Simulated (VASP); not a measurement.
Input of a VASP 6.6.1 run:

Contents of INCAR:

```
SYSTEM = Ba
ALGO = Normal ; EDIFF = 1E-6
ENCUT = 520 ; GGA = PE
ISIF = 2 ; ISMEAR = 0
LASPH = .TRUE. ; LCHARG = .FALSE.
LREAL = .FALSE. ; LWAVE = .FALSE.
NBANDS = 28 ; NELM = 60
PREC = Accurate ; SIGMA = 0.1
```

The input KPOINTS:

```
k-points
0
G
  4 4 4
  0 0 0
```

File POSCAR:

```
Ba
1.0
   -4.5534227455      4.5534227455      3.8595283800
    4.5534227455     -4.5534227455      3.8595283800
    4.5534227455      4.5534227455     -3.8595283800
Ba
4
Direct
    0.1696506811      0.6696506811      0.8393013522
    0.8303493189      0.3303493189      0.1606986478
    0.6696506811      0.8303493189      0.5000000000
    0.3303493189      0.1696506811      0.5000000000
```

Potentials or basis: VASP PAW PBE potentials, release 64 (Ba_sv).

The run is started by

```console
$ cat potpaw_PBE.64/Ba_sv/POTCAR > POTCAR
$ mpirun -np 1 vasp_std > vasp.out
```

(1) Predict the largest force.

(2) Predict the pressure.

(3) Estimate the band gap on the k mesh.

Results:

(1) 0.057 eV/Å.

(2) -0.9 GPa.

(3) zero (bands 20 and 21 overlap by 0.03 eV).

Caveat: the cell differs from its parent crystal (Sr replaced by Ba, lengths x 1.062, strained); spin-orbit coupling is left out, which moves the levels of the heavy elements.
